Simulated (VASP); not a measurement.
# ScAl3 (P4/mmm) in VASP: further runs

The runs below take ScAl3 through single point, with PBE.

All numbers are computed with VASP 6.6.1; they aren't measurements. Logs are shortened: lines on timing, memory, paths and dates and some standing lists are left out, and cuts for length are marked.

## 1. The cell of the first run

It takes space group P4/mmm (No. 123, tetragonal). Conventional cell: a = 4.434 Å, b = 4.434 Å, c = 3.941 Å, α = 90.00°, β = 90.00°, γ = 90.00°. Sc (site symmetry 4/mmm) has 12 Al at 2.97 to 3.14 Å and 2 Sc at 3.94 Å within 4.0 Å. Within 4.0 Å of Al (site symmetry mmm) lie 4 Sc at 2.97 Å and 10 Al at 2.97 to 3.94 Å. Within 4.0 Å of Al (site symmetry 4/mmm) lie 10 Al at 2.97 to 3.94 Å and 4 Sc at 3.14 Å.

## 2. Single point, PBE (strain +0.080 along x and y, -0.040 along z)

The input, INCAR:

```
SYSTEM = ScAl3
PREC     = Accurate       ! precision mode
ENCUT    = 520            ! plane-wave cutoff, eV
EDIFF    = 1E-6           ! SCF threshold, eV
ISMEAR   = 0              ! smearing method
SIGMA    = 0.15           ! smearing width, eV
LREAL    = .FALSE.        ! projectors in reciprocal space
LASPH    = .TRUE.         ! aspherical terms in the spheres
NELM     = 100            ! most SCF steps
ALGO     = Fast           ! electronic algorithm
ISIF     = 2              ! what is computed and relaxed
LWAVE    = .FALSE.        ! write WAVECAR
LCHARG   = .FALSE.        ! write CHGCAR
GGA      = PE             ! functional
NBANDS   = 18             ! bands
```

The input, KPOINTS:

```
regular mesh
0
G
  12 12 12
  0 0 0
```

The input, POSCAR:

```
ScAl3
1.0
    4.4337570436      0.0000000000      0.0000000000
    0.0000000000      4.4337570436      0.0000000000
    0.0000000000      0.0000000000      3.9411173721
Sc Al
1 3
Direct
    0.0000000000      0.0000000000      0.0000000000
    0.5000000000      0.0000000000      0.5000000000
    0.0000000000      0.5000000000      0.5000000000
    0.5000000000      0.5000000000      0.0000000000
```

Potentials or basis: VASP PAW PBE potentials, release 64 (Sc_sv, Al).

Launch:

```
$ cat potpaw_PBE.64/Sc_sv/POTCAR potpaw_PBE.64/Al/POTCAR > POTCAR
$ mpirun -np 1 vasp_std > vasp.out
```

OUTCAR:

```text
SYSTEM = ScAl3
   PREC = Accurate
   ENCUT = 520
   EDIFF = 1E-6
   ISMEAR = 0
   LREAL = .FALSE.
   LASPH = .TRUE.
   NELM = 100
   ISIF = 2
   GGA = PE

 ion  position               nearest neighbor table
   1  0.000  0.000  0.000-   2 2.97   3 2.97   2 2.97   3 2.97   3 2.97   3 2.97   2 2.97   2 2.97
                             4 3.14   4 3.14   4 3.14   4 3.14
   2  0.500  0.000  0.500-   1 2.97   4 2.97   1 2.97   4 2.97   4 2.97   4 2.97   1 2.97   1 2.97
                             3 3.14   3 3.14   3 3.14   3 3.14
   3  0.000  0.500  0.500-   1 2.97   4 2.97   1 2.97   4 2.97   1 2.97   1 2.97   4 2.97   4 2.97
                             2 3.14   2 3.14   2 3.14   2 3.14
   4  0.500  0.500  0.000-   2 2.97   3 2.97   2 2.97   3 2.97   2 2.97   2 2.97   3 2.97   3 2.97
                             1 3.14   1 3.14   1 3.14   1 3.14

  LATTYP: Found a simple tetragonal cell.
 ALAT       =     4.4337570436
 C/A-ratio  =     0.8888888889

  Lattice vectors:

 A1 = (   4.4337570436,   0.0000000000,   0.0000000000)
 A2 = (   0.0000000000,   4.4337570436,   0.0000000000)
 A3 = (   0.0000000000,   0.0000000000,   3.9411173721)

Analysis of symmetry for initial positions (statically):
=====================================================================
 Subroutine PRICEL returns:
 Original cell was already a primitive cell.

 Routine SETGRP: Setting up the symmetry group for a
 simple tetragonal supercell.

 Subroutine GETGRP returns: Found 16 space group operations
 (whereof 16 operations were pure point group operations)
 out of a pool of 16 trial point group operations.

The static configuration has the point symmetry D_4h.

Analysis of symmetry for dynamics (positions and initial velocities):
=====================================================================
 Subroutine PRICEL returns:
 Original cell was already a primitive cell.

 Routine SETGRP: Setting up the symmetry group for a
 simple tetragonal supercell.

 Subroutine GETGRP returns: Found 16 space group operations
 (whereof 16 operations were pure point group operations)
 out of a pool of 16 trial point group operations.

The dynamic configuration has the point symmetry D_4h.

 Subroutine INISYM returns: Found 16 space group operations
 (whereof 16 operations are pure point group operations),
 and found     1 'primitive' translations

----------------------------------------------------------------------------------------

                                     Primitive cell

  volume of cell :      77.4753

  direct lattice vectors                    reciprocal lattice vectors
     4.433757044  0.000000000  0.000000000     0.225542354  0.000000000  0.000000000
     0.000000000  4.433757044  0.000000000     0.000000000  0.225542354  0.000000000
     0.000000000  0.000000000  3.941117372     0.000000000  0.000000000  0.253735148

  length of vectors
     4.433757044  4.433757044  3.941117372     0.225542354  0.225542354  0.253735148

  position of ions in fractional coordinates (direct lattice)
     0.000000000  0.000000000  0.000000000
     0.500000000  0.000000000  0.500000000
     0.000000000  0.500000000  0.500000000
     0.500000000  0.500000000  0.000000000

  ion indices of the primitive-cell ions
   primitive index   ion index
                 1           1
                 2           2
                 3           3
                 4           4

----------------------------------------------------------------------------------------

 KPOINTS: regular mesh

Automatic generation of k-mesh.
 Grid dimensions read from file:
 generate k-points for:   12   12   12

 Generating k-lattice:

  Cartesian coordinates                     Fractional coordinates (reciprocal lattice)
     0.018795196  0.000000000  0.000000000     0.083333333  0.000000000  0.000000000
     0.000000000  0.018795196  0.000000000     0.000000000  0.083333333  0.000000000
     0.000000000  0.000000000  0.021144596     0.000000000  0.000000000  0.083333333

  Length of vectors
     0.018795196  0.018795196  0.021144596

  Shift w.r.t. Gamma in fractional coordinates (k-lattice)
     0.000000000  0.000000000  0.000000000

 Subroutine IBZKPT returns following result:
 ===========================================

 Found    196 irreducible k-points:

 Following reciprocal coordinates:
            Coordinates               Weight
  0.000000  0.000000  0.000000      1.000000
  0.083333  0.000000  0.000000      4.000000
  0.166667  0.000000  0.000000      4.000000
  0.250000  0.000000  0.000000      4.000000
  0.333333  0.000000  0.000000      4.000000
  0.416667  0.000000  0.000000      4.000000
[... 16 lines left out ...]
  0.333333  0.333333  0.000000      4.000000
  0.416667  0.333333  0.000000      8.000000
 [... further k-points ...]
   k-points           NKPTS =    196   k-points in BZ     NKDIM =    196   number of bands    NBANDS=     18
   number of dos      NEDOS =    301   number of ions     NIONS =      4
   total plane-waves  NPLWV =  38880
   dimension x,y,z NGX =    36 NGY =   36 NGZ =   30
   dimension x,y,z NGXF=    72 NGYF=   72 NGZF=   60
   ions per type =               1   3
   NGX,Y,Z   is equivalent  to a cutoff of  13.50, 13.50, 12.65 a.u.
   NGXF,Y,Z  is equivalent  to a cutoff of  27.00, 27.00, 25.31 a.u.
 SYSTEM =  ScAl3
   PREC   = accura    normal or accurate (medium, high low for compatibility)
   ISTART =      0    job   : 0-new  1-cont  2-samecut
   ICHARG =      2    charge: 1-file 2-atom 10-const
   ISPIN  =      1    spin polarized calculation?
   LNONCOLLINEAR =      F non collinear calculations
   LSORBIT =      F    spin-orbit coupling
   LASPH  =      T    aspherical Exc in radial PAW
   ENCUT  =  520.0 eV  38.22 Ry    6.18 a.u.   8.24  8.24  7.33*2*pi/ulx,y,z
   NELM   =    100;   NELMIN=  2; NELMDL= -5     # of ELM steps
   EDIFF  = 0.1E-05   stopping-criterion for ELM
   LREAL  =      F    real-space projection
   EDIFFG = 0.1E-04   stopping-criterion for IOM
   NSW    =      0    number of steps for IOM
   IBRION =     -1    ionic relax: 0-MD 1-quasi-New 2-CG
   NFREE  =      0    steps in history (QN), initial steepest desc. (CG)
   ISIF   =      2    stress and relaxation
   ISYM   =      2    0-nonsym 1-usesym 2-fastsym
   POTIM  = 0.5000    time-step for ionic-motion
   TEBEG  =    0.0;   TEEND  =   0.0 temperature during run
   PSTRESS=    0.0 pullay stress
   NELECT =      20.0000    total number of electrons
   NUPDOWN=      -1.0000    fix difference up-down
   EMIN   =  10.00;   EMAX   =-10.00  energy-range for DOS
   EFERMI =   0.00;   METHOD = LEGACY
   ISMEAR =     0;   SIGMA  =   0.15  broadening in eV -4-tet -1-fermi 0-gaus
   EFERMI_NEDOS =   21; number of points for ismear=-14 and -15
   IALGO  =     68    algorithm
   IMIX   =      4    mixing-type and parameters
     AMIX     =   0.40;   BMIX     =  1.00
     AMIX_MAG =   1.60;   BMIX_MAG =  1.00
  volume/ion in A,a.u.               =      19.37       130.71
  Fermi-wavevector in a.u.,A,eV,Ry     =   1.042391  1.969832 14.783791  1.086578
  Thomas-Fermi vector in A             =   2.177054
   LORBIT       =      0    0 simple, 1 ext, 2 COOP (PROOUT), +10 PAW based schemes
   GGA     = PE    functional components
   LHFCALC =     F    Hartree Fock is set to
   AEXX    =    0.0000 exact exchange contribution
   IVDW    =     0    specifies the selected vdW correction
   LEPSILON=     F    determine dielectric tensor
   LRPA    =     F    only Hartree local field effects (RPA)
 non-spin polarized calculation
 RMM-DIIS sequential band-by-band and
 Gauss-broadening in eV      SIGMA  =   0.15
  energy-cutoff  :      520.00
  volume of cell :       77.48
 maximum number of plane-waves:      2118
 NGX is ok and might be reduce to    36
   NGX = 17   NGY = 17   NGZ = 15

 number of electron      19.9999999 magnetization

 Free energy of the ion-electron system (eV)
  ---------------------------------------------------
  ext. energy  EPLUGINS =         0.00000000
  ---------------------------------------------------
  free energy    TOTEN  =       -18.88167615 eV

  energy without entropy =      -18.85888160  energy(sigma->0) =      -18.87027888

 E-fermi :   6.1596     XC(G=0):  -9.9400

 val. band max:        6.1546757400   @ k =   0.5000   0.0000   0.0833
 cond. band min:       6.1617874719   @ k =   0.4167   0.0000   0.0000
 fundamental gap:      0.0071117319
 Fermi energy:         6.1595816505

 k-point     1 :       0.0000    0.0000    0.0000
  band No.  band energies     occupation
      1     -43.2543      2.00000
      2     -21.9369      2.00000
      3     -21.9369      2.00000
      4     -21.8637      2.00000
      5      -3.1939      2.00000
      6       3.0740      2.00000
[... 10 lines left out ...]
     17      10.5241      0.00000
     18      10.5247      0.00000

 k-point     2 :       0.0833    0.0000    0.0000
  band No.  band energies     occupation
      1     -43.2543      2.00000
      2     -21.9377      2.00000
      3     -21.9368      2.00000
      4     -21.8637      2.00000
      5      -3.1405      2.00000
      6       2.6513      2.00000
[... 10 lines left out ...]
     17      10.4936      0.00000
     18      11.2632      0.00000

 k-point     3 :       0.1667    0.0000    0.0000
  band No.  band energies     occupation
      1     -43.2542      2.00000
      2     -21.9398      2.00000
      3     -21.9367      2.00000
      4     -21.8636      2.00000
      5      -2.9815      2.00000
      6       1.8479      2.00000
[... 10 lines left out ...]
     17      10.3745      0.00000
     18      11.2378      0.00000

 k-point     4 :       0.2500    0.0000    0.0000
  band No.  band energies     occupation
      1     -43.2541      2.00000
      2     -21.9428      2.00000
      3     -21.9364      2.00000
      4     -21.8634      2.00000
      5      -2.7206      2.00000
      6       1.0118      2.00000
[... 375 lines left out ...]
      4     -21.8627      2.00000
      5      -1.2648      2.00000
      6      -0.3655      2.00000
[... 10 lines left out ...]
     17      10.4577      0.00000
     18      11.3122      0.00000

 k-point    23 :       0.3333    0.3333    0.0000
  band No.  band energies     occupation
      1     -43.2538      2.00000
      2     -21.9449      2.00000
      3     -21.9447      2.00000
      4     -21.8627      2.00000
      5      -1.5882      2.00000
      6       0.7894      2.00000
[... 10 lines left out ...]
     17      10.3789      0.00000
     18      11.1000      0.00000

 k-point    24 :       0.4167    0.3333    0.0000
  band No.  band energies     occupation
      1     -43.2537      2.00000
      2     -21.9469      2.00000
      3     -21.9446      2.00000
      4     -21.8625      2.00000
      5      -1.2035      2.00000
      6       0.2808      2.00000
[... 10 lines left out ...]
     17      10.6370      0.00000
     18      11.2041      0.00000

 [... further k-points ...]

------------------------ aborting loop because EDIFF is reached ----------------------------------------

  FORCE on cell =-STRESS in cart. coord.  units (eV):
  Direction    XX          YY          ZZ          XY          YZ          ZX
  --------------------------------------------------------------------------------------
  -------------------------------------------------------------------------------------
  Total       -4.9237795     -4.9237795     -0.1319419      0.0000000      0.0000000      0.0000000
  in kB     -101.8230316   -101.8230316     -2.7285389      0.0000000      0.0000000      0.0000000
  external PRESSURE =     -68.7915340 kB  Pullay stress =       0.0000000 kB

 VOLUME and BASIS-vectors are now :
 -----------------------------------------------------------------------------
  energy-cutoff  :      520.00
  volume of cell :       77.48
      direct lattice vectors                 reciprocal lattice vectors
     4.433757044  0.000000000  0.000000000     0.225542354  0.000000000  0.000000000
     0.000000000  4.433757044  0.000000000     0.000000000  0.225542354  0.000000000
     0.000000000  0.000000000  3.941117372     0.000000000  0.000000000  0.253735148

 POSITION                                       TOTAL-FORCE (eV/Angst)
 -----------------------------------------------------------------------------------
      0.00000      0.00000      0.00000         0.000000      0.000000      0.000000
      2.21688      0.00000      1.97056         0.000000      0.000000      0.000000
      0.00000      2.21688      1.97056         0.000000      0.000000      0.000000
      2.21688      2.21688      0.00000         0.000000      0.000000      0.000000
 -----------------------------------------------------------------------------------
    total drift:                               -0.000000     -0.000000     -0.000000

  FREE ENERGIE OF THE ION-ELECTRON SYSTEM (eV)
  ---------------------------------------------------
  free  energy   TOTEN  =       -18.8816761537 eV

  energy  without entropy=      -18.8588816036  energy(sigma->0) =      -18.87027888
```

It took 2.7 min on 1 thread of AMD EPYC 9R45 (Zen 5), shared host; peak memory 0.35 GiB.

What came out:

```
Free energy            : -18.8817 eV
Pressure               : -6.9 GPa
Band gap on the k mesh : zero (bands 10 and 11 overlap by 3.30 eV)
```

Caveat: the cell differs from its parent crystal (strain +0.080 along x and y, -0.040 along z); the stress differs along the axes, from -10 to -0 GPa.

## 3. Single point, PBE (strain +0.080 along x and y, +0.000 along z)

The input, INCAR:

```
PREC     = Accurate       # precision mode
ENCUT    = 520            # plane-wave cutoff, eV
EDIFF    = 1E-6           # SCF threshold, eV
ISMEAR   = 0              # smearing method
SIGMA    = 0.15           # smearing width, eV
LREAL    = False          # projectors in reciprocal space
LASPH    = True           # aspherical terms in the spheres
NELM     = 80             # most SCF steps
ALGO     = Fast           # electronic algorithm
ISIF     = 2              # what is computed and relaxed
LWAVE    = False          # write WAVECAR
LCHARG   = False          # write CHGCAR
GGA      = PE             # functional
NBANDS   = 18             # bands
```

The input, KPOINTS:

```
Automatic mesh
0
Gamma
  12 12 12
```

POSCAR: that of step 2 with these lines changed.

```diff
@@ -4,3 +4,3 @@
     0.0000000000      4.4337570436      0.0000000000
-    0.0000000000      0.0000000000      3.9411173721
+    0.0000000000      0.0000000000      4.1053305959
 Sc Al
```

Potentials or basis: VASP PAW PBE potentials, release 64 (Sc_sv, Al).

Launch:

```
$ cat potpaw_PBE.64/Sc_sv/POTCAR potpaw_PBE.64/Al/POTCAR > POTCAR
$ mpirun -np 1 vasp_std > vasp.out
```

It took 3 min on 1 thread of AMD EPYC 9R45 (Zen 5), shared host; peak memory 0.36 GiB.

The run converged. Its results:

| Item | Value |
| --- | --- |
| Free energy | -18.8304 eV |
| Pressure | -9.2 GPa |
| Band gap on the k mesh | zero (bands 10 and 11 overlap by 3.19 eV) |

Stress tensor (GPa, compression positive):
```
-11.38   0.00   0.00
  0.00 -11.38   0.00
  0.00   0.00  -4.87
```

Levels at points of the mesh, in eV from the Fermi level:
```
           k point  band 7  band 8  band 9  band 10  band 11  band 12  band 13  band 14
(0.00, 0.00, 0.00)   -2.12   -1.96   -1.96    -1.00     1.06     1.28     1.28     1.29
(0.50, 0.00, 0.00)   -1.71   -1.10   -0.97    -0.11     0.52     1.42     1.47     1.52
(0.50, 0.50, 0.00)   -5.52   -3.96   -0.10    -0.10     1.59     1.67     1.74     1.83
(0.00, 0.00, 0.50)   -1.58   -1.58   -1.29    -0.23     0.66     0.66     1.28     1.41
(0.50, 0.00, 0.50)   -5.14   -3.90   -0.64    -0.43     0.91     1.04     1.67     2.36
(0.50, 0.50, 0.50)   -4.46   -3.83   -2.79    -2.79    -2.54     0.60     2.01     2.42
```

Caveat: the cell differs from its parent crystal (strain +0.080 along x and y, +0.000 along z); the stress differs along the axes, from -11 to -5 GPa.

The gap in the log of VASP goes by the Fermi energy; the results here count the filled bands.